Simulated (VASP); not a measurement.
The system is Cd.

```
Cd
1.0
     0.00000    2.20992    2.20992
     2.20992    0.00000    2.20992
     2.20992    2.20992    0.00000
Cd
1
Direct
  0.00000 0.00000 0.00000
```

- Program: VASP 6.6.1
- Task: relaxation of cell and atoms
- Functional: PBE
- Potentials or basis: VASP PAW PBE potentials, release 64 (Cd)
- Cutoff: 600 eV
- k mesh: 12 × 12 × 12
- Occupations: fermi-dirac, width 0.1 eV
- Spin: no spin polarisation

At the start: pressure 3.1 GPa; volume 21.59 Å³/atom.

Question: Where does the relaxation end?

Answer: Over 3 steps the energy falls by 12.3 meV/atom and the volume is 22.98 Å³/atom (+6.5 %); space group Fm-3m (No. 225, to 0.05 Å).

Step by step:
```csv
step,energy change (eV),largest force (eV/Å),pressure (GPa),volume (Å³)
1,0.0000,0.0000,3.05,21.59
2,-0.0123,0.0000,0.15,22.90
3,-0.0123,0.0000,-0.01,22.98
```

Final structure:
```cif
data_structure
_symmetry_space_group_name_H-M 'P 1'
_symmetry_Int_Tables_number 1
_cell_length_a 3.1913
_cell_length_b 3.1913
_cell_length_c 3.1913
_cell_angle_alpha 60.000
_cell_angle_beta 60.000
_cell_angle_gamma 60.000
_cell_volume 22.98
loop_
_atom_site_label
_atom_site_type_symbol
_atom_site_fract_x
_atom_site_fract_y
_atom_site_fract_z
_atom_site_occupancy
Cd1 Cd 0.00000 0.00000 0.00000 1
```
